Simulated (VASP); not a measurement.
# BaZrO3 (Pm-3m) in VASP: further runs

Runs on BaZrO3. Level: LDA. Tasks: single point, relaxation of cell and atoms.

All numbers are computed with VASP 6.6.1; they aren't measurements. Logs are shortened: lines on timing, memory, paths and dates and some standing lists are left out, and cuts for length are marked.

**1. The cell of the first run**

The structure is cubic, space group Pm-3m (No. 221). The conventional cell has a = 4.147 Å, b = 4.147 Å, c = 4.147 Å, α = 90.00°, β = 90.00°, γ = 90.00°. Ba (site symmetry m-3m) has 12 O at 2.93 Å and 8 Zr at 3.59 Å within 3.9 Å. Zr (site symmetry m-3m) has 6 O at 2.07 Å within 2.7 Å. O (site symmetry 4/mmm) has 2 Zr at 2.07 Å within 2.7 Å.

**2. Single point, LDA**

Input file INCAR:

```
ALGO     = Normal         # electronic algorithm
EDIFF    = 1E-6           # SCF threshold, eV
ENCUT    = 520            # plane-wave cutoff, eV
ISIF     = 2              # what is computed and relaxed
ISMEAR   = 0              # smearing method
LASPH    = T              # aspherical terms in the spheres
LCHARG   = T              # write CHGCAR
LELF     = T              # ELF
LREAL    = F              # projectors in reciprocal space
LVHAR    = T            
LWAVE    = F              # write WAVECAR
NBANDS   = 28             # bands
NELM     = 60             # most SCF steps
PREC     = Accurate       # precision mode
SIGMA    = 0.02           # smearing width, eV
```

Input file KPOINTS:

```
k-points
0
Gamma
  6 6 6
```

Input file POSCAR:

```
BaZrO3
1.0
    4.1473634996      0.0000000000      0.0000000000
    0.0000000000      4.1473634996      0.0000000000
    0.0000000000      0.0000000000      4.1473634996
Ba Zr O
1 1 3
Direct
    0.0000000000      0.0000000000      0.0000000000
    0.5000000000      0.5000000000      0.5000000000
    0.0000000000      0.5000000000      0.5000000000
    0.5000000000      0.0000000000      0.5000000000
    0.5000000000      0.5000000000      0.0000000000
```

Potentials or basis: VASP PAW LDA potentials, release 64 (Ba_sv, Zr_sv, O).

Command:

```
cat potpaw_LDA.64/Ba_sv/POTCAR potpaw_LDA.64/Zr_sv/POTCAR potpaw_LDA.64/O/POTCAR > POTCAR
mpirun -np 1 vasp_std > vasp.out
```

OUTCAR:

```text
EDIFF = 1E-6
   ENCUT = 520
   ISIF = 2
   ISMEAR = 0
   LASPH = T
   LREAL = F
   NELM = 60
   PREC = Accurate

 ion  position               nearest neighbor table
   1  0.000  0.000  0.000-   3 2.93   4 2.93   5 2.93   3 2.93   4 2.93   3 2.93   5 2.93   3 2.93
                             4 2.93   5 2.93   4 2.93   5 2.93   2 3.59   2 3.59   2 3.59   2 3.59
   2  0.500  0.500  0.500-   3 2.07   4 2.07   5 2.07   5 2.07   4 2.07   3 2.07   1 3.59   1 3.59
                             1 3.59   1 3.59   1 3.59   1 3.59   1 3.59   1 3.59
   3  0.000  0.500  0.500-   2 2.07   2 2.07   1 2.93   1 2.93   1 2.93   1 2.93
   4  0.500  0.000  0.500-   2 2.07   2 2.07   1 2.93   1 2.93   1 2.93   1 2.93
   5  0.500  0.500  0.000-   2 2.07   2 2.07   1 2.93   1 2.93   1 2.93   1 2.93

  LATTYP: Found a simple cubic cell.
 ALAT       =     4.1473634996

  Lattice vectors:

 A1 = (   4.1473634996,   0.0000000000,   0.0000000000)
 A2 = (   0.0000000000,   4.1473634996,   0.0000000000)
 A3 = (   0.0000000000,   0.0000000000,   4.1473634996)

Analysis of symmetry for initial positions (statically):
=====================================================================
 Subroutine PRICEL returns:
 Original cell was already a primitive cell.

 Routine SETGRP: Setting up the symmetry group for a
 simple cubic supercell.

 Subroutine GETGRP returns: Found 48 space group operations
 (whereof 48 operations were pure point group operations)
 out of a pool of 48 trial point group operations.

The static configuration has the point symmetry O_h .

Analysis of symmetry for dynamics (positions and initial velocities):
=====================================================================
 Subroutine PRICEL returns:
 Original cell was already a primitive cell.

 Routine SETGRP: Setting up the symmetry group for a
 simple cubic supercell.

 Subroutine GETGRP returns: Found 48 space group operations
 (whereof 48 operations were pure point group operations)
 out of a pool of 48 trial point group operations.

The dynamic configuration has the point symmetry O_h .

 Subroutine INISYM returns: Found 48 space group operations
 (whereof 48 operations are pure point group operations),
 and found     1 'primitive' translations

----------------------------------------------------------------------------------------

                                     Primitive cell

  volume of cell :      71.3372

  direct lattice vectors                    reciprocal lattice vectors
     4.147363500  0.000000000  0.000000000     0.241117037  0.000000000  0.000000000
     0.000000000  4.147363500  0.000000000     0.000000000  0.241117037  0.000000000
     0.000000000  0.000000000  4.147363500     0.000000000  0.000000000  0.241117037

  length of vectors
     4.147363500  4.147363500  4.147363500     0.241117037  0.241117037  0.241117037

  position of ions in fractional coordinates (direct lattice)
     0.000000000  0.000000000  0.000000000
     0.500000000  0.500000000  0.500000000
     0.000000000  0.500000000  0.500000000
     0.500000000  0.000000000  0.500000000
     0.500000000  0.500000000  0.000000000

  ion indices of the primitive-cell ions
   primitive index   ion index
                 1           1
                 2           2
                 3           3
                 4           4
                 5           5

----------------------------------------------------------------------------------------

 KPOINTS: k-points

Automatic generation of k-mesh.
 Grid dimensions read from file:
 generate k-points for:    6    6    6

 Generating k-lattice:

  Cartesian coordinates                     Fractional coordinates (reciprocal lattice)
     0.040186173  0.000000000  0.000000000     0.166666667  0.000000000  0.000000000
     0.000000000  0.040186173  0.000000000     0.000000000  0.166666667  0.000000000
     0.000000000  0.000000000  0.040186173     0.000000000  0.000000000  0.166666667

  Length of vectors
     0.040186173  0.040186173  0.040186173

  Shift w.r.t. Gamma in fractional coordinates (k-lattice)
     0.000000000  0.000000000  0.000000000

 Subroutine IBZKPT returns following result:
 ===========================================

 Found     20 irreducible k-points:

 Following reciprocal coordinates:
            Coordinates               Weight
  0.000000  0.000000  0.000000      1.000000
  0.166667  0.000000  0.000000      6.000000
  0.333333  0.000000  0.000000      6.000000
  0.500000  0.000000  0.000000      3.000000
  0.166667  0.166667  0.000000     12.000000
  0.333333  0.166667  0.000000     24.000000
[... 12 lines left out ...]
  0.500000  0.500000  0.333333      6.000000
  0.500000  0.500000  0.500000      1.000000
   k-points           NKPTS =     20   k-points in BZ     NKDIM =     20   number of bands    NBANDS=     28
   number of dos      NEDOS =    301   number of ions     NIONS =      5
   total plane-waves  NPLWV =  32768
   dimension x,y,z NGX =    32 NGY =   32 NGZ =   32
   dimension x,y,z NGXF=    64 NGYF=   64 NGZF=   64
   ions per type =               1   1   3
   NGX,Y,Z   is equivalent  to a cutoff of  12.83, 12.83, 12.83 a.u.
   NGXF,Y,Z  is equivalent  to a cutoff of  25.65, 25.65, 25.65 a.u.
 SYSTEM =  unknown system
   PREC   = accura    normal or accurate (medium, high low for compatibility)
   ISTART =      0    job   : 0-new  1-cont  2-samecut
   ICHARG =      2    charge: 1-file 2-atom 10-const
   ISPIN  =      1    spin polarized calculation?
   LNONCOLLINEAR =      F non collinear calculations
   LSORBIT =      F    spin-orbit coupling
   LASPH  =      T    aspherical Exc in radial PAW
   ENCUT  =  520.0 eV  38.22 Ry    6.18 a.u.   7.71  7.71  7.71*2*pi/ulx,y,z
   NELM   =     60;   NELMIN=  2; NELMDL= -5     # of ELM steps
   EDIFF  = 0.1E-05   stopping-criterion for ELM
   LREAL  =      F    real-space projection
   EDIFFG = 0.1E-04   stopping-criterion for IOM
   NSW    =      0    number of steps for IOM
   IBRION =     -1    ionic relax: 0-MD 1-quasi-New 2-CG
   NFREE  =      0    steps in history (QN), initial steepest desc. (CG)
   ISIF   =      2    stress and relaxation
   ISYM   =      2    0-nonsym 1-usesym 2-fastsym
   POTIM  = 0.5000    time-step for ionic-motion
   TEBEG  =    0.0;   TEEND  =   0.0 temperature during run
   PSTRESS=    0.0 pullay stress
   NELECT =      40.0000    total number of electrons
   NUPDOWN=      -1.0000    fix difference up-down
   EMIN   =  10.00;   EMAX   =-10.00  energy-range for DOS
   EFERMI =   0.00;   METHOD = LEGACY
   ISMEAR =     0;   SIGMA  =   0.02  broadening in eV -4-tet -1-fermi 0-gaus
   EFERMI_NEDOS =   21; number of points for ismear=-14 and -15
   IALGO  =     38    algorithm
   IMIX   =      4    mixing-type and parameters
     AMIX     =   0.40;   BMIX     =  1.00
     AMIX_MAG =   1.60;   BMIX_MAG =  1.00
  volume/ion in A,a.u.               =      14.27        96.28
  Fermi-wavevector in a.u.,A,eV,Ry     =   1.349966  2.551065 24.795357  1.822407
  Thomas-Fermi vector in A             =   2.477509
   LORBIT       =      0    0 simple, 1 ext, 2 COOP (PROOUT), +10 PAW based schemes
   GGA     = CA    functional components
   LHFCALC =     F    Hartree Fock is set to
   AEXX    =    0.0000 exact exchange contribution
   IVDW    =     0    specifies the selected vdW correction
   LEPSILON=     F    determine dielectric tensor
   LRPA    =     F    only Hartree local field effects (RPA)
 non-spin polarized calculation
 Gauss-broadening in eV      SIGMA  =   0.02
  energy-cutoff  :      520.00
  volume of cell :       71.34
 maximum number of plane-waves:      1936
 NGX is ok and might be reduce to    32
   NGX = 15   NGY = 15   NGZ = 15

 number of electron      40.0000017 magnetization

 Free energy of the ion-electron system (eV)
  ---------------------------------------------------
  ext. energy  EPLUGINS =         0.00000000
  ---------------------------------------------------
  free energy    TOTEN  =       -45.73767192 eV

  energy without entropy =      -45.73767192  energy(sigma->0) =      -45.73767192

 E-fermi :   3.9615     XC(G=0): -11.3943

 val. band max:        3.7033841585   @ k =   0.5000   0.5000   0.5000
 cond. band min:       6.8357501060   @ k =   0.0000   0.0000   0.0000
 fundamental gap:      3.1323659475
 Fermi energy:         3.9615387801

 k-point     1 :       0.0000    0.0000    0.0000
  band No.  band energies     occupation
      1     -42.7635      2.00000
      2     -21.3401      2.00000
      3     -21.1482      2.00000
      4     -21.1482      2.00000
      5     -21.1482      2.00000
      6     -12.4069      2.00000
[... 20 lines left out ...]
     27      11.5400      0.00000
     28      11.5400      0.00000

 k-point     2 :       0.1667    0.0000    0.0000
  band No.  band energies     occupation
      1     -42.7624      2.00000
      2     -21.4202      2.00000
      3     -21.1460      2.00000
      4     -21.1460      2.00000
      5     -21.1233      2.00000
      6     -12.4280      2.00000
[... 20 lines left out ...]
     27      11.5424      0.00000
     28      12.0668      0.00000

 k-point     3 :       0.3333    0.0000    0.0000
  band No.  band energies     occupation
      1     -42.7603      2.00000
      2     -21.5636      2.00000
      3     -21.1416      2.00000
      4     -21.1416      2.00000
      5     -21.0833      2.00000
      6     -12.5667      2.00000
[... 20 lines left out ...]
     27      11.5418      0.00000
     28      11.7522      0.00000

 k-point     4 :       0.5000    0.0000    0.0000
  band No.  band energies     occupation
      1     -42.7593      2.00000
      2     -21.6306      2.00000
      3     -21.1395      2.00000
      4     -21.1395      2.00000
      5     -21.0648      2.00000
      6     -12.6415      2.00000
[... 454 lines left out ...]
     27      12.1136      0.00000
     28      12.8499      0.00000

 k-point    19 :       0.5000    0.5000    0.3333
  band No.  band energies     occupation
      1     -42.7521      2.00000
      2     -21.4204      2.00000
      3     -21.4204      2.00000
      4     -21.3492      2.00000
      5     -21.1928      2.00000
      6     -11.3747      2.00000
[... 20 lines left out ...]
     27      12.3935      0.00000
     28      13.2205      0.00000

 k-point    20 :       0.5000    0.5000    0.5000
  band No.  band energies     occupation
      1     -42.7511      2.00000
      2     -21.4173      2.00000
      3     -21.4173      2.00000
      4     -21.4173      2.00000
      5     -21.1817      2.00000
      6     -11.0463      2.00000
[... 20 lines left out ...]
     27      13.0874      0.00000
     28      13.0874      0.00000

------------------------ aborting loop because EDIFF is reached ----------------------------------------

  FORCE on cell =-STRESS in cart. coord.  units (eV):
  Direction    XX          YY          ZZ          XY          YZ          ZX
  --------------------------------------------------------------------------------------
  -------------------------------------------------------------------------------------
  Total        0.6788999      0.6788999      0.6788999     -0.0000000      0.0000000     -0.0000000
  in kB       15.2475481     15.2475481     15.2475481     -0.0000000      0.0000000     -0.0000000
  external PRESSURE =      15.2475481 kB  Pullay stress =       0.0000000 kB

 VOLUME and BASIS-vectors are now :
 -----------------------------------------------------------------------------
  energy-cutoff  :      520.00
  volume of cell :       71.34
      direct lattice vectors                 reciprocal lattice vectors
     4.147363500  0.000000000  0.000000000     0.241117037  0.000000000  0.000000000
     0.000000000  4.147363500  0.000000000     0.000000000  0.241117037  0.000000000
     0.000000000  0.000000000  4.147363500     0.000000000  0.000000000  0.241117037

 POSITION                                       TOTAL-FORCE (eV/Angst)
 -----------------------------------------------------------------------------------
      0.00000      0.00000      0.00000         0.000000      0.000000      0.000000
      2.07368      2.07368      2.07368         0.000000      0.000000      0.000000
      0.00000      2.07368      2.07368         0.000000      0.000000      0.000000
      2.07368      0.00000      2.07368         0.000000      0.000000      0.000000
      2.07368      2.07368      0.00000         0.000000      0.000000      0.000000
 -----------------------------------------------------------------------------------
    total drift:                                0.000000     -0.000000     -0.000000

  FREE ENERGIE OF THE ION-ELECTRON SYSTEM (eV)
  ---------------------------------------------------
  free  energy   TOTEN  =       -45.7376719216 eV

  energy  without entropy=      -45.7376719216  energy(sigma->0) =      -45.73767192
```

Run time: 17 s. Hardware: 1 thread of Intel Xeon Platinum 8488C (Sapphire Rapids), shared host; peak memory 0.17 GiB.

What came out:

* Free energy: -45.7377 eV
* Pressure: 1.5 GPa
* Band gap on the k mesh: 3.13 eV (least direct gap 3.31 eV)

Levels at points of the mesh, in eV from the valence-band top:
| k point | band 16 | band 17 | band 18 | band 19 | band 20 | band 21 | band 22 | band 23 | band 24 | band 25 |
| --- | --- | --- | --- | --- | --- | --- | --- | --- | --- | --- |
| (0.00, 0.00, 0.00) | -1.05 | -1.05 | -0.18 | -0.18 | -0.18 | 3.13 | 3.13 | 3.13 | 4.55 | 4.55 |
| (0.50, 0.00, 0.00) | -1.82 | -1.81 | -1.81 | -0.40 | -0.40 | 3.62 | 5.86 | 5.86 | 6.45 | 6.74 |
| (0.50, 0.50, 0.00) | -2.56 | -0.93 | -0.93 | -0.70 | -0.08 | 5.83 | 5.83 | 6.57 | 6.66 | 7.88 |
| (0.50, 0.50, 0.50) | -2.57 | -2.57 | 0.00 | 0.00 | 0.00 | 6.03 | 6.03 | 6.03 | 7.25 | 7.25 |

Caveat: spin-orbit coupling is left out, which moves the levels of the heavy elements. As with any semilocal functional, this LDA gap is likely too small.

**3. Relaxation of cell and atoms, LDA**

This run uses another cell than the first one, of 14.73 Å³/atom.

Input file INCAR:

```
SYSTEM = BaZrO3
  PREC = Accurate
  ENCUT = 600
  EDIFF = 1E-7
  ISMEAR = 0
  SIGMA = 0.02
  LREAL = .FALSE.
  LASPH = .TRUE.
  NELM = 80
  ALGO = Normal
  ISIF = 3
  LWAVE = .FALSE.
  LCHARG = .FALSE.
  IBRION = 2
  NSW = 100
  EDIFFG = -0.005
```

Input file KPOINTS:

```
regular mesh
0
G
  6 6 6
  0 0 0
```

Edit POSCAR of step 2 so:

```diff
@@ -2,5 +2,5 @@
 1.0
-    4.1473634996      0.0000000000      0.0000000000
-    0.0000000000      4.1473634996      0.0000000000
-    0.0000000000      0.0000000000      4.1473634996
+    4.1913400000      0.0000000000      0.0000000000
+    0.0000000000      4.1913400000      0.0000000000
+    0.0000000000      0.0000000000      4.1913400000
 Ba Zr O
```

Potentials or basis: VASP PAW LDA potentials, release 64 (Ba_sv, Zr_sv, O).

Command:

```
cat potpaw_LDA.64/Ba_sv/POTCAR potpaw_LDA.64/Zr_sv/POTCAR potpaw_LDA.64/O/POTCAR > POTCAR
mpirun -np 1 vasp_std > vasp.out
```

It took 55 s on 1 thread of Intel Xeon Platinum 8488C (Sapphire Rapids), shared host; peak memory 0.21 GiB.

It converged, with:

```
Free energy                           : -45.7518 eV
Relaxed volume                        : 14.38 Å³/atom
Relaxed cell                          : a = 4.158 Å, b = 4.158 Å, c = 4.158 Å, α = 90.00°, β = 90.00°, γ = 90.00°
Space group after relaxing (to 0.1 Å) : Pm-3m (No. 221)
Energy gained by relaxing             : 4.5 meV/atom
Ionic steps                           : 3
Pressure after relaxing               : 0.0 GPa
Band gap on the k mesh                : 3.12 eV (least direct gap 3.31 eV)
```

Step by step:
```csv
step,energy change (eV),largest force (eV/Å),pressure (GPa),volume (Å³)
1,0.0000,0.0000,-4.00,73.63
2,0.0125,0.0000,5.49,69.78
3,-0.0224,0.0000,-0.03,71.89
```

Final structure:
```xyz
5
Lattice="4.1580 0.0000 0.0000 0.0000 4.1580 0.0000 0.0000 0.0000 4.1580" Properties=species:S:1:pos:R:3 pbc="T T T"
Ba    0.0000    0.0000    0.0000
Zr    2.0790    2.0790    2.0790
O     0.0000    2.0790    2.0790
O     2.0790    0.0000    2.0790
O     2.0790    2.0790    0.0000
```

Levels at points of the mesh, in eV from the valence-band top:
| k point | band 17 | band 18 | band 19 | band 20 | band 21 | band 22 | band 23 | band 24 |
| --- | --- | --- | --- | --- | --- | --- | --- | --- |
| (0.00, 0.00, 0.00) | -1.04 | -0.19 | -0.19 | -0.19 | 3.12 | 3.12 | 3.12 | 4.54 |
| (0.50, 0.00, 0.00) | -1.80 | -1.80 | -0.41 | -0.41 | 3.60 | 5.81 | 5.81 | 6.42 |
| (0.50, 0.50, 0.00) | -0.93 | -0.93 | -0.72 | -0.08 | 5.78 | 5.78 | 6.53 | 6.62 |
| (0.50, 0.50, 0.50) | -2.57 | 0.00 | 0.00 | 0.00 | 6.01 | 6.01 | 6.01 | 7.18 |

Caveat: spin-orbit coupling is left out, which moves the levels of the heavy elements. LDA usually gives volumes a few per cent too small.
